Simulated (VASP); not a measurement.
# LaBPd3 (Pm-3m) in VASP: a series of runs

Runs on LaBPd3. Level: LDA. Tasks: single point.

Everything below comes from runs of VASP 6.6.1. Logs are shortened: lines on timing, memory, paths and dates and some standing lists are left out, and cuts for length are marked.

### Step 1. The cell of the first run

The structure is cubic, space group Pm-3m (No. 221). The conventional cell has a = 4.143 Å, b = 4.143 Å, c = 4.143 Å, α = 90.00°, β = 90.00°, γ = 90.00°. Within 3.9 Å of La (site symmetry m-3m) lie 12 Pd at 2.93 Å and 8 B at 3.59 Å. Within 2.7 Å of B (site symmetry m-3m) lie 6 Pd at 2.07 Å. Within 2.7 Å of Pd (site symmetry 4/mmm) lie 2 B at 2.07 Å.

### Step 2. Single point, LDA

File INCAR:

```
SYSTEM = LaBPd3
PREC = Accurate
ENCUT = 520
EDIFF = 1E-6
ISMEAR = -1
SIGMA = 0.1
LREAL = .False.
LASPH = .True.
NELM = 100
ALGO = Normal
ISIF = 2
LWAVE = .False.
LCHARG = .True.
LELF = .True.
LVHAR = .True.
NBANDS = 30
```

File KPOINTS:

```
regular mesh
0
Gamma
  6 6 6
  0 0 0
```

File POSCAR:

```
LaBPd3
1.0
    4.1426696538      0.0000000000      0.0000000000
    0.0000000000      4.1426696538      0.0000000000
    0.0000000000      0.0000000000      4.1426696538
La B Pd
1 1 3
Direct
    0.0000000000      0.0000000000      0.0000000000
    0.5000000000      0.5000000000      0.5000000000
    0.0000000000      0.5000000000      0.5000000000
    0.5000000000      0.0000000000      0.5000000000
    0.5000000000      0.5000000000      0.0000000000
```

Potentials or basis: VASP PAW LDA potentials, release 64 (La, B, Pd).

The run is started by

```
cat potpaw_LDA.64/La/POTCAR potpaw_LDA.64/B/POTCAR potpaw_LDA.64/Pd/POTCAR > POTCAR
mpirun -np 1 vasp_std > vasp.out
```

OUTCAR:

```text
SYSTEM = LaBPd3
   PREC = Accurate
   ENCUT = 520
   EDIFF = 1E-6
   ISMEAR = -1
   LREAL = .False.
   LASPH = .True.
   NELM = 100
   ISIF = 2

 ion  position               nearest neighbor table
   1  0.000  0.000  0.000-   3 2.93   4 2.93   5 2.93   3 2.93   4 2.93   3 2.93   5 2.93   3 2.93
                             4 2.93   5 2.93   4 2.93   5 2.93
   2  0.500  0.500  0.500-   3 2.07   4 2.07   5 2.07   5 2.07   4 2.07   3 2.07
   3  0.000  0.500  0.500-   2 2.07   2 2.07   4 2.93   5 2.93   1 2.93   5 2.93   1 2.93   4 2.93
                             1 2.93   1 2.93   4 2.93   5 2.93   5 2.93   4 2.93
   4  0.500  0.000  0.500-   2 2.07   2 2.07   3 2.93   5 2.93   1 2.93   5 2.93   1 2.93   3 2.93
                             5 2.93   5 2.93   1 2.93   3 2.93   1 2.93   3 2.93
   5  0.500  0.500  0.000-   2 2.07   2 2.07   3 2.93   4 2.93   1 2.93   3 2.93   4 2.93   1 2.93
                             4 2.93   4 2.93   1 2.93   3 2.93   3 2.93   1 2.93

  LATTYP: Found a simple cubic cell.
 ALAT       =     4.1426696538

  Lattice vectors:

 A1 = (   4.1426696538,   0.0000000000,   0.0000000000)
 A2 = (   0.0000000000,   4.1426696538,   0.0000000000)
 A3 = (   0.0000000000,   0.0000000000,   4.1426696538)

Analysis of symmetry for initial positions (statically):
=====================================================================
 Subroutine PRICEL returns:
 Original cell was already a primitive cell.

 Routine SETGRP: Setting up the symmetry group for a
 simple cubic supercell.

 Subroutine GETGRP returns: Found 48 space group operations
 (whereof 48 operations were pure point group operations)
 out of a pool of 48 trial point group operations.

The static configuration has the point symmetry O_h .

Analysis of symmetry for dynamics (positions and initial velocities):
=====================================================================
 Subroutine PRICEL returns:
 Original cell was already a primitive cell.

 Routine SETGRP: Setting up the symmetry group for a
 simple cubic supercell.

 Subroutine GETGRP returns: Found 48 space group operations
 (whereof 48 operations were pure point group operations)
 out of a pool of 48 trial point group operations.

The dynamic configuration has the point symmetry O_h .

 Subroutine INISYM returns: Found 48 space group operations
 (whereof 48 operations are pure point group operations),
 and found     1 'primitive' translations

----------------------------------------------------------------------------------------

                                     Primitive cell

  volume of cell :      71.0953

  direct lattice vectors                    reciprocal lattice vectors
     4.142669654  0.000000000  0.000000000     0.241390235  0.000000000  0.000000000
     0.000000000  4.142669654  0.000000000     0.000000000  0.241390235  0.000000000
     0.000000000  0.000000000  4.142669654     0.000000000  0.000000000  0.241390235

  length of vectors
     4.142669654  4.142669654  4.142669654     0.241390235  0.241390235  0.241390235

  position of ions in fractional coordinates (direct lattice)
     0.000000000  0.000000000  0.000000000
     0.500000000  0.500000000  0.500000000
     0.000000000  0.500000000  0.500000000
     0.500000000  0.000000000  0.500000000
     0.500000000  0.500000000  0.000000000

  ion indices of the primitive-cell ions
   primitive index   ion index
                 1           1
                 2           2
                 3           3
                 4           4
                 5           5

----------------------------------------------------------------------------------------

 KPOINTS: regular mesh

Automatic generation of k-mesh.
 Grid dimensions read from file:
 generate k-points for:    6    6    6

 Generating k-lattice:

  Cartesian coordinates                     Fractional coordinates (reciprocal lattice)
     0.040231706  0.000000000  0.000000000     0.166666667  0.000000000  0.000000000
     0.000000000  0.040231706  0.000000000     0.000000000  0.166666667  0.000000000
     0.000000000  0.000000000  0.040231706     0.000000000  0.000000000  0.166666667

  Length of vectors
     0.040231706  0.040231706  0.040231706

  Shift w.r.t. Gamma in fractional coordinates (k-lattice)
     0.000000000  0.000000000  0.000000000

 Subroutine IBZKPT returns following result:
 ===========================================

 Found     20 irreducible k-points:

 Following reciprocal coordinates:
            Coordinates               Weight
  0.000000  0.000000  0.000000      1.000000
  0.166667  0.000000  0.000000      6.000000
  0.333333  0.000000  0.000000      6.000000
  0.500000  0.000000  0.000000      3.000000
  0.166667  0.166667  0.000000     12.000000
  0.333333  0.166667  0.000000     24.000000
[... 12 lines left out ...]
  0.500000  0.500000  0.333333      6.000000
  0.500000  0.500000  0.500000      1.000000
   k-points           NKPTS =     20   k-points in BZ     NKDIM =     20   number of bands    NBANDS=     30
   number of dos      NEDOS =    301   number of ions     NIONS =      5
   total plane-waves  NPLWV =  32768
   dimension x,y,z NGX =    32 NGY =   32 NGZ =   32
   dimension x,y,z NGXF=    64 NGYF=   64 NGZF=   64
   ions per type =               1   1   3
   NGX,Y,Z   is equivalent  to a cutoff of  12.84, 12.84, 12.84 a.u.
   NGXF,Y,Z  is equivalent  to a cutoff of  25.68, 25.68, 25.68 a.u.
 SYSTEM =  LaBPd3
   PREC   = accura    normal or accurate (medium, high low for compatibility)
   ISTART =      0    job   : 0-new  1-cont  2-samecut
   ICHARG =      2    charge: 1-file 2-atom 10-const
   ISPIN  =      1    spin polarized calculation?
   LNONCOLLINEAR =      F non collinear calculations
   LSORBIT =      F    spin-orbit coupling
   LASPH  =      T    aspherical Exc in radial PAW
   ENCUT  =  520.0 eV  38.22 Ry    6.18 a.u.   7.70  7.70  7.70*2*pi/ulx,y,z
   NELM   =    100;   NELMIN=  2; NELMDL= -5     # of ELM steps
   EDIFF  = 0.1E-05   stopping-criterion for ELM
   LREAL  =      F    real-space projection
[... 7 lines left out ...]
   TEBEG  =    0.0;   TEEND  =   0.0 temperature during run
   PSTRESS=    0.0 pullay stress
   NELECT =      44.0000    total number of electrons
   NUPDOWN=      -1.0000    fix difference up-down
   EMIN   =  10.00;   EMAX   =-10.00  energy-range for DOS
   EFERMI =   0.00;   METHOD = LEGACY
   ISMEAR =    -1;   SIGMA  =   0.10  broadening in eV -4-tet -1-fermi 0-gaus
   EFERMI_NEDOS =   21; number of points for ismear=-14 and -15
   IALGO  =     38    algorithm
   IMIX   =      4    mixing-type and parameters
     AMIX     =   0.40;   BMIX     =  1.00
     AMIX_MAG =   1.60;   BMIX_MAG =  1.00
  volume/ion in A,a.u.               =      14.22        95.95
  Fermi-wavevector in a.u.,A,eV,Ry     =   1.395122  2.636398 26.481897  1.946364
  Thomas-Fermi vector in A             =   2.518604
   LORBIT       =      0    0 simple, 1 ext, 2 COOP (PROOUT), +10 PAW based schemes
   GGA     = CA    functional components
   LHFCALC =     F    Hartree Fock is set to
   AEXX    =    0.0000 exact exchange contribution
   IVDW    =     0    specifies the selected vdW correction
   LEPSILON=     F    determine dielectric tensor
   LRPA    =     F    only Hartree local field effects (RPA)
 non-spin polarized calculation
  energy-cutoff  :      520.00
  volume of cell :       71.10
 maximum number of plane-waves:      1936
 NGX is ok and might be reduce to    32
   NGX = 15   NGY = 15   NGZ = 15

 number of electron      44.0000020 magnetization

 Free energy of the ion-electron system (eV)
  ---------------------------------------------------
  ext. energy  EPLUGINS =         0.00000000
  ---------------------------------------------------
  free energy    TOTEN  =       -34.69811258 eV

  energy without entropy =      -34.56630813  energy(sigma->0) =      -34.63221035

 E-fermi :  12.2567     XC(G=0): -13.0706

 val. band max:       12.2517801260   @ k =   0.3333   0.3333   0.3333
 cond. band min:      12.2817932928   @ k =   0.3333   0.1667   0.1667
 fundamental gap:      0.0300131669
 Fermi energy:        12.2566696247

 k-point     1 :       0.0000    0.0000    0.0000
  band No.  band energies     occupation
      1     -20.0471      2.00000
      2      -3.9245      2.00000
      3      -3.9245      2.00000
      4      -3.9245      2.00000
      5       0.9982      2.00000
      6       5.9240      2.00000
[... 22 lines left out ...]
     29      14.6160      0.00000
     30      14.8183      0.00000

 k-point     2 :       0.1667    0.0000    0.0000
  band No.  band energies     occupation
      1     -20.0372      2.00000
      2      -4.0957      2.00000
      3      -3.9425      2.00000
      4      -3.9425      2.00000
      5       1.2265      2.00000
      6       6.1040      2.00000
[... 22 lines left out ...]
     29      14.6647      0.00000
     30      14.8295      0.00000

 k-point     3 :       0.3333    0.0000    0.0000
  band No.  band energies     occupation
      1     -20.0173      2.00000
      2      -4.4094      2.00000
      3      -3.9780      2.00000
      4      -3.9780      2.00000
      5       1.7754      2.00000
      6       6.3333      2.00000
[... 22 lines left out ...]
     29      14.7658      0.00000
     30      14.8584      0.00000

 k-point     4 :       0.5000    0.0000    0.0000
  band No.  band energies     occupation
      1     -20.0073      2.00000
      2      -4.5545      2.00000
      3      -3.9955      2.00000
      4      -3.9955      2.00000
      5       2.1419      2.00000
      6       5.7489      2.00000
[... 22 lines left out ...]
     29      14.8147      0.00000
     30      14.9547      0.00000

 k-point     5 :       0.1667    0.1667    0.0000
  band No.  band energies     occupation
      1     -20.0283      2.00000
      2      -4.1401      2.00000
      3      -4.0524      2.00000
      4      -3.9593      2.00000
      5       1.4403      2.00000
      6       6.1083      2.00000
[... 22 lines left out ...]
     29      14.7098      0.00000
     30      14.8370      0.00000
[... 394 lines left out ...]
     29      14.7674      0.00000
     30      14.7885      0.00000

 k-point    18 :       0.5000    0.3333    0.3333
  band No.  band energies     occupation
      1     -19.9809      2.00000
      2      -4.3114      2.00000
      3      -4.2506      2.00000
      4      -4.1722      2.00000
      5       3.4408      2.00000
      6       4.5776      2.00000
[... 22 lines left out ...]
     29      14.7215      0.00000
     30      14.7660      0.00000

 k-point    19 :       0.5000    0.5000    0.3333
  band No.  band energies     occupation
      1     -19.9780      2.00000
      2      -4.2686      2.00000
      3      -4.2686      2.00000
      4      -4.1818      2.00000
      5       3.8395      2.00000
      6       4.4082      2.00000
[... 22 lines left out ...]
     29      14.6755      0.00000
     30      14.7372      0.00000

 k-point    20 :       0.5000    0.5000    0.5000
  band No.  band energies     occupation
      1     -19.9761      2.00000
      2      -4.2251      2.00000
      3      -4.2251      2.00000
      4      -4.2251      2.00000
      5       4.2178      2.00000
      6       4.2178      2.00000
[... 22 lines left out ...]
     29      14.6653      0.00000
     30      14.6653      0.00000

------------------------ aborting loop because EDIFF is reached ----------------------------------------

  FORCE on cell =-STRESS in cart. coord.  units (eV):
  Direction    XX          YY          ZZ          XY          YZ          ZX
  --------------------------------------------------------------------------------------
  -------------------------------------------------------------------------------------
  Total       11.0969784     11.0969784     11.0969784      0.0000000      0.0000000      0.0000000
  in kB      250.0773814    250.0773814    250.0773814      0.0000000      0.0000000      0.0000000
  external PRESSURE =     250.0773814 kB  Pullay stress =       0.0000000 kB

 VOLUME and BASIS-vectors are now :
 -----------------------------------------------------------------------------
  energy-cutoff  :      520.00
  volume of cell :       71.10
      direct lattice vectors                 reciprocal lattice vectors
     4.142669654  0.000000000  0.000000000     0.241390235  0.000000000  0.000000000
     0.000000000  4.142669654  0.000000000     0.000000000  0.241390235  0.000000000
     0.000000000  0.000000000  4.142669654     0.000000000  0.000000000  0.241390235

 POSITION                                       TOTAL-FORCE (eV/Angst)
 -----------------------------------------------------------------------------------
      0.00000      0.00000      0.00000         0.000000      0.000000      0.000000
      2.07133      2.07133      2.07133         0.000000      0.000000      0.000000
      0.00000      2.07133      2.07133         0.000000      0.000000      0.000000
      2.07133      0.00000      2.07133         0.000000      0.000000      0.000000
      2.07133      2.07133      0.00000         0.000000      0.000000      0.000000
 -----------------------------------------------------------------------------------
    total drift:                                0.000000     -0.000000     -0.000000

  FREE ENERGIE OF THE ION-ELECTRON SYSTEM (eV)
  ---------------------------------------------------
  free  energy   TOTEN  =       -34.6981125756 eV

  energy  without entropy=      -34.5663081299  energy(sigma->0) =      -34.63221035
```

It took 15 s on 1 thread of Intel Xeon 6975P-C (Granite Rapids), shared host; peak memory 0.19 GiB.

What came out:

| Property | Result |
| --- | --- |
| Free energy | -34.6981 eV |
| Pressure | 25.0 GPa |
| Band gap on the k mesh | zero (bands 22 and 23 overlap by 1.97 eV) |

Caveat: the cell stands under pressure; spin-orbit coupling is left out, which moves the levels of the heavy elements.

### Step 3. Single point, LDA

This run uses another cell than the first one, of 14.52 Å³/atom.

File INCAR:

```
SYSTEM = LaBPd3
PREC = Accurate
ENCUT = 520
EDIFF = 1E-7
ISMEAR = -1
SIGMA = 0.1
LREAL = .FALSE.
LASPH = .TRUE.
NELM = 80
ALGO = Normal
ISIF = 2
LWAVE = .FALSE.
LCHARG = .FALSE.
GGA = CA
NBANDS = 30
```

File KPOINTS:

```
regular mesh
0
G
  6 6 6
  0 0 0
```

POSCAR: that of step 2 with these lines changed.

```diff
@@ -2,5 +2,5 @@
 1.0
-    4.1426696538      0.0000000000      0.0000000000
-    0.0000000000      4.1426696538      0.0000000000
-    0.0000000000      0.0000000000      4.1426696538
+    4.1718443449      0.0000000000      0.0000000000
+    0.0000000000      4.1718443449      0.0000000000
+    0.0000000000      0.0000000000      4.1718443449
 La B Pd
```

Potentials or basis: VASP PAW LDA potentials, release 64 (La, B, Pd).

The run is started by

```
cat potpaw_LDA.64/La/POTCAR potpaw_LDA.64/B/POTCAR potpaw_LDA.64/Pd/POTCAR > POTCAR
mpirun -np 1 vasp_std > vasp.out
```

It took 17 s on 1 thread of Intel Xeon 6975P-C (Granite Rapids), shared host; peak memory 0.19 GiB.

The run converged. Its results:

```yaml
Free_energy: -34.9092 eV
Pressure: 19.7 GPa
Band_gap_on_the_k_mesh: zero (bands 22 and 23 overlap by 1.90 eV)
```

Levels at points of the mesh, in eV from the Fermi level:
| k point | band 20 | band 21 | band 22 | band 23 | band 24 | band 25 |
| --- | --- | --- | --- | --- | --- | --- |
| (0.00, 0.00, 0.00) | -1.97 | -1.75 | -1.75 | -1.75 | 1.99 | 1.99 |
| (0.50, 0.00, 0.00) | -2.76 | -1.97 | 0.08 | 0.08 | 1.57 | 1.96 |
| (0.50, 0.50, 0.00) | -3.19 | -1.81 | -0.19 | -0.19 | 1.88 | 1.88 |
| (0.50, 0.50, 0.50) | -2.17 | 0.15 | 0.15 | 0.15 | 1.55 | 1.55 |

Caveat: the cell stands under pressure; spin-orbit coupling is left out, which moves the levels of the heavy elements.

The gap in the log of VASP goes by the Fermi energy; the results here count the filled bands.